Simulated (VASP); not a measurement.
# TlCl (Pm-3m) in VASP: notebook

The runs below take TlCl through single point, relaxation of cell and atoms, with PBEsol.

All numbers are computed with VASP 6.6.1; they aren't measurements. Logs are shortened: lines on timing, memory, paths and dates and some standing lists are left out, and cuts for length are marked.

## Step 1: The cell of the first run

Symmetry: Pm-3m, No. 221, cubic system. Conventional cell: a = 3.769 Å, b = 3.769 Å, c = 3.769 Å, α = 90.00°, β = 90.00°, γ = 90.00°. Within 4.3 Å of Tl (site symmetry m-3m) lie 8 Cl at 3.26 Å and 6 Tl at 3.77 Å. Within 4.3 Å of Cl (site symmetry m-3m) lie 8 Tl at 3.26 Å and 6 Cl at 3.77 Å.

## Step 2: Single point, PBEsol

Contents of INCAR:

```
SYSTEM = TlCl
ALGO = Normal ; EDIFF = 1E-6
ENCUT = 500 ; GGA = PS
GGA_COMPAT = .False. ; ISIF = 2
ISMEAR = 0 ; LASPH = .True.
LCHARG = .True. ; LELF = .True.
LREAL = .False. ; LVHAR = .True.
LWAVE = .False. ; NBANDS = 17
NELM = 120 ; PREC = Accurate
SIGMA = 0.02
```

Contents of KPOINTS:

```
k-points
0
Gamma
  8 8 8
  0 0 0
```

Contents of POSCAR:

```
TlCl
1.0
    3.7693046137      0.0000000000      0.0000000000
    0.0000000000      3.7693046137      0.0000000000
    0.0000000000      0.0000000000      3.7693046137
Tl Cl
1 1
Direct
    0.0000000000      0.0000000000      0.0000000000
    0.5000000000      0.5000000000      0.5000000000
```

Potentials or basis: VASP PAW PBE potentials, release 64 (Tl_d, Cl).

Run with:

```
$ cat potpaw_PBE.64/Tl_d/POTCAR potpaw_PBE.64/Cl/POTCAR > POTCAR
$ mpirun -np 1 vasp_std > vasp.out
```

OUTCAR:

```text
SYSTEM = TlCl
   EDIFF = 1E-6
   ENCUT = 500
   GGA = PS
   ISIF = 2
   ISMEAR = 0
   LASPH = .True.
   LREAL = .False.
   NELM = 120
   PREC = Accurate

 ion  position               nearest neighbor table
   1  0.000  0.000  0.000-   2 3.26   2 3.26   2 3.26   2 3.26   2 3.26   2 3.26   2 3.26   2 3.26

   2  0.500  0.500  0.500-   1 3.26   1 3.26   1 3.26   1 3.26   1 3.26   1 3.26   1 3.26   1 3.26

  LATTYP: Found a simple cubic cell.
 ALAT       =     3.7693046137

  Lattice vectors:

 A1 = (   3.7693046137,   0.0000000000,   0.0000000000)
 A2 = (   0.0000000000,   3.7693046137,   0.0000000000)
 A3 = (   0.0000000000,   0.0000000000,   3.7693046137)

Analysis of symmetry for initial positions (statically):
=====================================================================
 Subroutine PRICEL returns:
 Original cell was already a primitive cell.

 Routine SETGRP: Setting up the symmetry group for a
 simple cubic supercell.

 Subroutine GETGRP returns: Found 48 space group operations
 (whereof 48 operations were pure point group operations)
 out of a pool of 48 trial point group operations.

The static configuration has the point symmetry O_h .

Analysis of symmetry for dynamics (positions and initial velocities):
=====================================================================
 Subroutine PRICEL returns:
 Original cell was already a primitive cell.

 Routine SETGRP: Setting up the symmetry group for a
 simple cubic supercell.

 Subroutine GETGRP returns: Found 48 space group operations
 (whereof 48 operations were pure point group operations)
 out of a pool of 48 trial point group operations.

The dynamic configuration has the point symmetry O_h .

 Subroutine INISYM returns: Found 48 space group operations
 (whereof 48 operations are pure point group operations),
 and found     1 'primitive' translations

----------------------------------------------------------------------------------------

                                     Primitive cell

  volume of cell :      53.5530

  direct lattice vectors                    reciprocal lattice vectors
     3.769304614  0.000000000  0.000000000     0.265300925  0.000000000  0.000000000
     0.000000000  3.769304614  0.000000000     0.000000000  0.265300925  0.000000000
     0.000000000  0.000000000  3.769304614     0.000000000  0.000000000  0.265300925

  length of vectors
[... 80 lines left out ...]
   ENCUT  =  500.0 eV  36.75 Ry    6.06 a.u.   6.87  6.87  6.87*2*pi/ulx,y,z
   NELM   =    120;   NELMIN=  2; NELMDL= -5     # of ELM steps
   EDIFF  = 0.1E-05   stopping-criterion for ELM
   LREAL  =      F    real-space projection
   EDIFFG = 0.1E-04   stopping-criterion for IOM
   NSW    =      0    number of steps for IOM
   IBRION =     -1    ionic relax: 0-MD 1-quasi-New 2-CG
   NFREE  =      0    steps in history (QN), initial steepest desc. (CG)
   ISIF   =      2    stress and relaxation
   ISYM   =      2    0-nonsym 1-usesym 2-fastsym
   POTIM  = 0.5000    time-step for ionic-motion
   TEBEG  =    0.0;   TEEND  =   0.0 temperature during run
   PSTRESS=    0.0 pullay stress
   NELECT =      20.0000    total number of electrons
   NUPDOWN=      -1.0000    fix difference up-down
   EMIN   =  10.00;   EMAX   =-10.00  energy-range for DOS
   EFERMI =   0.00;   METHOD = LEGACY
   ISMEAR =     0;   SIGMA  =   0.02  broadening in eV -4-tet -1-fermi 0-gaus
   EFERMI_NEDOS =   21; number of points for ismear=-14 and -15
   IALGO  =     38    algorithm
   IMIX   =      4    mixing-type and parameters
     AMIX     =   0.40;   BMIX     =  1.00
     AMIX_MAG =   1.60;   BMIX_MAG =  1.00
  volume/ion in A,a.u.               =      26.78       180.70
  Fermi-wavevector in a.u.,A,eV,Ry     =   1.178936  2.227866 18.910605  1.389890
  Thomas-Fermi vector in A             =   2.315256
   LORBIT       =      0    0 simple, 1 ext, 2 COOP (PROOUT), +10 PAW based schemes
   GGA     = PS    functional components
   LHFCALC =     F    Hartree Fock is set to
   AEXX    =    0.0000 exact exchange contribution
   IVDW    =     0    specifies the selected vdW correction
   LEPSILON=     F    determine dielectric tensor
   LRPA    =     F    only Hartree local field effects (RPA)
 non-spin polarized calculation
 Gauss-broadening in eV      SIGMA  =   0.02
  energy-cutoff  :      500.00
  volume of cell :       53.55
 maximum number of plane-waves:      1382
 NGX is ok and might be reduce to    28
   NGX = 13   NGY = 13   NGZ = 13

 number of electron      20.0000008 magnetization

 Free energy of the ion-electron system (eV)
  ---------------------------------------------------
  ext. energy  EPLUGINS =         0.00000000
  ---------------------------------------------------
  free energy    TOTEN  =        -6.46930444 eV

  energy without entropy =       -6.46930444  energy(sigma->0) =       -6.46930444

 E-fermi :   3.3460     XC(G=0):  -9.6202

 val. band max:        3.1981102566   @ k =   0.5000   0.0000   0.0000
 cond. band min:       4.9990199977   @ k =   0.5000   0.0000   0.0000
 fundamental gap:      1.8009097410
 Fermi energy:         3.3460317476

 k-point     1 :       0.0000    0.0000    0.0000
  band No.  band energies     occupation
      1     -10.9081      2.00000
      2      -6.8290      2.00000
      3      -6.8290      2.00000
      4      -6.5415      2.00000
      5      -6.5415      2.00000
      6      -6.5415      2.00000
[... 457 lines left out ...]
      4      -6.6238      2.00000
      5      -6.5841      2.00000
      6      -6.4877      2.00000
[... 9 lines left out ...]
     16      14.7545      0.00000
     17      17.2378      0.00000

 [... further k-points ...]

------------------------ aborting loop because EDIFF is reached ----------------------------------------

  FORCE on cell =-STRESS in cart. coord.  units (eV):
  Direction    XX          YY          ZZ          XY          YZ          ZX
  --------------------------------------------------------------------------------------
  -------------------------------------------------------------------------------------
  Total       -0.0245751     -0.0245751     -0.0245751      0.0000000     -0.0000000     -0.0000000
  in kB       -0.7352283     -0.7352283     -0.7352283      0.0000000     -0.0000000     -0.0000000
  external PRESSURE =      -0.7352283 kB  Pullay stress =       0.0000000 kB

 VOLUME and BASIS-vectors are now :
 -----------------------------------------------------------------------------
  energy-cutoff  :      500.00
  volume of cell :       53.55
      direct lattice vectors                 reciprocal lattice vectors
     3.769304614  0.000000000  0.000000000     0.265300925  0.000000000  0.000000000
     0.000000000  3.769304614  0.000000000     0.000000000  0.265300925  0.000000000
     0.000000000  0.000000000  3.769304614     0.000000000  0.000000000  0.265300925

 POSITION                                       TOTAL-FORCE (eV/Angst)
 -----------------------------------------------------------------------------------
      0.00000      0.00000      0.00000         0.000000      0.000000      0.000000
      1.88465      1.88465      1.88465         0.000000      0.000000      0.000000
 -----------------------------------------------------------------------------------
    total drift:                               -0.000000      0.000000      0.000000

  FREE ENERGIE OF THE ION-ELECTRON SYSTEM (eV)
  ---------------------------------------------------
  free  energy   TOTEN  =        -6.4693044425 eV

  energy  without entropy=       -6.4693044425  energy(sigma->0) =       -6.46930444
```

Wall time 33 s (1 thread of AMD EPYC 7R13, shared host); peak memory 0.14 GiB.

What came out:

```
Free energy            : -6.4693 eV
Pressure               : -0.1 GPa
Band gap on the k mesh : 1.80 eV
```

Levels at points of the mesh, in eV from the valence-band top:
```tsv
k point	band 8	band 9	band 10	band 11	band 12	band 13
(0.00, 0.00, 0.00)	-1.79	-1.79	-1.79	7.53	7.53	7.93
(0.50, 0.00, 0.00)	-1.29	-1.29	0.00	1.80	6.47	6.47
(0.50, 0.50, 0.00)	-3.42	-3.42	-1.26	4.84	4.84	8.23
(0.50, 0.50, 0.50)	-2.31	-2.31	-2.15	2.20	2.20	2.20
```

Caveat: the PAW data sets were made with another functional, which shifts forces and pressure a little; spin-orbit coupling is left out, which moves the levels of the heavy elements.

## Step 3: Relaxation of cell and atoms, PBEsol

This run uses another cell than the first one, of 28.18 Å³/atom.

Contents of INCAR:

```
PREC = Accurate
ENCUT = 500
EDIFF = 1E-7
ISMEAR = 0
SIGMA = 0.02
LREAL = False
LASPH = True
NELM = 120
ALGO = Normal
ISIF = 3
LWAVE = False
LCHARG = False
GGA = PS
IBRION = 2
NSW = 100
EDIFFG = -0.005
GGA_COMPAT = False
NELMIN = 4
```

Contents of KPOINTS:

```
Automatic mesh
0
Gamma
  8 8 8
```

Contents of POSCAR:

```
TlCl
1.0
    3.8340000000      0.0000000000      0.0000000000
    0.0000000000      3.8340000000      0.0000000000
    0.0000000000      0.0000000000      3.8340000000
Tl Cl
1 1
Direct
    0.0000000000      0.0000000000      0.0000000000
    0.5000000000      0.5000000000      0.5000000000
```

Potentials or basis: VASP PAW PBE potentials, release 64 (Tl_d, Cl).

Run with:

```
$ cat potpaw_PBE.64/Tl_d/POTCAR potpaw_PBE.64/Cl/POTCAR > POTCAR
$ mpirun -np 1 vasp_std > vasp.out
```

Wall time 62 s (1 thread of AMD EPYC 7R13, shared host); peak memory 0.15 GiB.

Results (log left out):

* Free energy: -6.4707 eV
* Relaxed volume: 26.72 Å³/atom
* Relaxed cell: a = 3.767 Å, b = 3.767 Å, c = 3.767 Å, α = 90.00°, β = 90.00°, γ = 90.00°
* Space group after relaxing (to 0.1 Å): Pm-3m (No. 221)
* Energy gained by relaxing: 6.8 meV/atom
* Ionic steps: 3
* Pressure after relaxing: 0.0 GPa
* Band gap on the k mesh: 1.80 eV

Step by step:
| step | energy change (eV) | largest force (eV/Å) | pressure (GPa) | volume (Å³) |
| --- | --- | --- | --- | --- |
| 1 | 0.0000 | 0.0000 | -1.41 | 56.36 |
| 2 | -0.0122 | 0.0000 | -0.50 | 54.35 |
| 3 | -0.0137 | 0.0000 | -0.01 | 53.45 |

Final structure:
```
Tl Cl
1.0
     3.76679    0.00000    0.00000
     0.00000    3.76679    0.00000
     0.00000    0.00000    3.76679
Tl Cl
1 1
Direct
  0.00000 0.00000 0.00000
  0.50000 0.50000 0.50000
```

Levels at points of the mesh, in eV from the valence-band top:
```tsv
k point	band 7	band 8	band 9	band 10	band 11	band 12	band 13	band 14
(0.00, 0.00, 0.00)	-4.77	-1.80	-1.80	-1.80	7.52	7.52	7.94	7.94
(0.50, 0.00, 0.00)	-5.87	-1.30	-1.30	0.00	1.80	6.47	6.47	8.40
(0.50, 0.50, 0.00)	-3.53	-3.44	-3.44	-1.27	4.84	4.84	8.23	8.62
(0.50, 0.50, 0.50)	-2.32	-2.32	-2.32	-2.15	2.19	2.19	2.19	12.95
```

Caveat: the PAW data sets were made with another functional, which shifts forces and pressure a little; spin-orbit coupling is left out, which moves the levels of the heavy elements. A k mesh can miss the band edges.
